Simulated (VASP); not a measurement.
A run of VASP 6.6.1 is set up as follows.

INCAR

```
SYSTEM = Al3GaN4
PREC     = Accurate       ! precision mode
ENCUT    = 520            ! plane-wave cutoff, eV
EDIFF    = 1E-6           ! SCF threshold, eV
ISMEAR   = 0              ! smearing method
SIGMA    = 0.02           ! smearing width, eV
LREAL    = .FALSE.        ! projectors in reciprocal space
LASPH    = .TRUE.         ! aspherical terms in the spheres
NELM     = 60             ! most SCF steps
ALGO     = Normal         ! electronic algorithm
ISIF     = 2              ! what is computed and relaxed
LWAVE    = .FALSE.        ! write WAVECAR
LCHARG   = .FALSE.        ! write CHGCAR
GGA      = PS             ! functional
IBRION   = 2              ! ionic algorithm
NSW      = 60             ! ionic steps
EDIFFG   = -0.01          ! ionic threshold
```

KPOINTS

```
regular mesh
0
G
  6 8 4
  0 0 0
```

Contents of POSCAR:

```
Al3GaN4
1.0
    5.0376935905      0.0000000000      0.0000000000
    0.0000000000      3.1254377800      0.0000000000
   -0.0033559659      0.0000000000      5.4111720837
Al Ga N
3 1 4
Direct
    0.5000987300      0.5000000000      0.1672803900
    0.0007635700      0.5000000000      0.8349643100
    0.0008865500      0.0000000000      0.3315828000
    0.4997148900      0.0000000000      0.6661637400
    0.1101354300      0.0000000000      0.6662955400
    0.1225865200      0.5000000000      0.1671738600
    0.6259035500      0.5000000000      0.8412775200
    0.6235097600      0.0000000000      0.3252628400
```

Potentials or basis: VASP PAW PBE potentials, release 64 (Al, Ga_d, N).

Launch:

```bash
$ cat potpaw_PBE.64/Al/POTCAR potpaw_PBE.64/Ga_d/POTCAR potpaw_PBE.64/N/POTCAR > POTCAR
$ mpirun -np 1 vasp_std > vasp.out
```

Q: Predict the energy gained by relaxing.

A: 0.2 meV/atom.

Q: What does it give for the band gap on the k mesh?

A: 3.53 eV.

Step by step:
```csv
step,energy change (eV),largest force (eV/Å),pressure (GPa)
1,0.0000,0.1825,0.72
2,-0.0014,0.0462,0.73
3,-0.0014,0.0342,0.73
4,-0.0015,0.0092,0.74
```

Caveat: the PAW data sets were made with another functional, which shifts forces and pressure a little. A k mesh can miss the band edges.
